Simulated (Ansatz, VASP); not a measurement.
## CdTe: VASP beside Ansatz

```
Cd Te
1.0
     6.41000    0.00000    0.00000
     0.00000   -6.41000    0.00000
     0.00000    0.00000   -6.41000
Cd Te
4 4
Direct
  0.00000 0.50000 0.50000
  0.50000 0.00000 0.50000
  0.50000 0.50000 0.00000
  0.00000 0.00000 0.00000
  0.75000 0.75000 0.75000
  0.25000 0.25000 0.75000
  0.25000 0.75000 0.25000
  0.75000 0.25000 0.25000
```

Alike in both runs: task single point; functional PBE; k mesh 4 × 4 × 4; occupations gaussian, width 0.05 eV; no spin polarisation.

|  | VASP | Ansatz |
| --- | --- | --- |
| version | VASP 6.6.1 | Ansatz 0.2.0 |
| potentials or method | VASP PAW PBE potentials, release 64 (Cd, Te), cutoff 520 eV | scalar-relativistic, plane waves, PAW |
| valence electrons in the cell | 72 | 144 |

Ansatz gave:

* gap on the k mesh at the Fermi level (eV): 0.87
* least direct gap on the mesh (eV): 0.87
* pressure (GPa): 4.2

**Question.** Which values does VASP return?

**Answer.** gap on the k mesh at the Fermi level (eV): 0.87; least direct gap on the mesh (eV): 0.87; pressure (GPa): 4.4.

VASP's potentials hold 72 valence electrons a cell and Ansatz's 144, so a difference there can come from the potentials and not from the codes.

Neither program's run includes spin-orbit coupling.
